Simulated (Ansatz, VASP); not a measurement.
## Sn in VASP and in Ansatz

Contents of INCAR:

```
  PREC = Accurate
  ENCUT = 520
  EDIFF = 1E-7
  ISMEAR = 0
  SIGMA = 1.0
  LREAL = F
  LASPH = T
  NELM = 60
  ALGO = Normal
  ISIF = 2
  LWAVE = F
  LCHARG = F
  NBANDS = 21
```

The input KPOINTS:

```
regular mesh
0
Gamma
  11 11 8
```

POSCAR

```
Sn
1.0
   -2.8994216605      2.9008009606      1.5581694818
    2.9008009606     -2.8994216605      1.5581694818
    2.8985835788      2.8985835788     -1.5556411493
Sn
2
Direct
    0.0000164062      0.9999835938      0.0000000000
    0.7499835938      0.2500164062      0.5000000000
```

Input for Ansatz:

```yaml
crystal:
  lattice:
    - [-2.8994216605, 2.9008009606, 1.5581694818]
    - [2.9008009606, -2.8994216605, 1.5581694818]
    - [2.8985835788, 2.8985835788, -1.5556411493]
  atoms:
    - { symbol: Sn, position: [1.64062e-05, 0.9999835938, 0.0] }
    - { symbol: Sn, position: [0.7499835938, 0.2500164062, 0.5] }
hamiltonian:
  xc: lda
  pseudopotentials:
    kind: paw
    azcp:
      Sn: "pseudopotentials/Sn.paw.azcp"
basis:
  ecutwfc: 420
  fft_grid_basis: typed
kpoints:
  mp_grid: { grid: [11, 11, 8], shift: [0, 0, 0] }
magnetization:
  spin_polarized: false
scf:
  occupations: { method: gaussian, width: 1.0 }
  lower_state_search: "off"
output:
  stress: true
  write_density: true
  write_potential: true
  elf: true
  volumetric_format: npy
```

Alike in both runs: task single point; functional LDA; k mesh 11 × 11 × 8; occupations gaussian, width 1 eV; no spin polarisation.

|  | VASP | Ansatz |
| --- | --- | --- |
| version | VASP 6.6.1 | Ansatz 0.2.0 |
| potentials or method | VASP PAW LDA potentials, release 64 (Sn_d), cutoff 520 eV | plane waves (420 eV) with PAW, scalar-relativistic |
| valence electrons in the cell | 28 | 28 |

```csv
,VASP,Ansatz,Ansatz less VASP
pressure (GPa),0.9,0.9,+0.01
"traceless stress, the component that is largest in VASP (GPa)",-0.06,-0.07,-0.015
```

Ansatz warns that its potentials were made for another functional, while VASP's fit it. LDA's correlation is that of Perdew and Zunger in VASP and of Perdew and Wang (1992) in Ansatz.
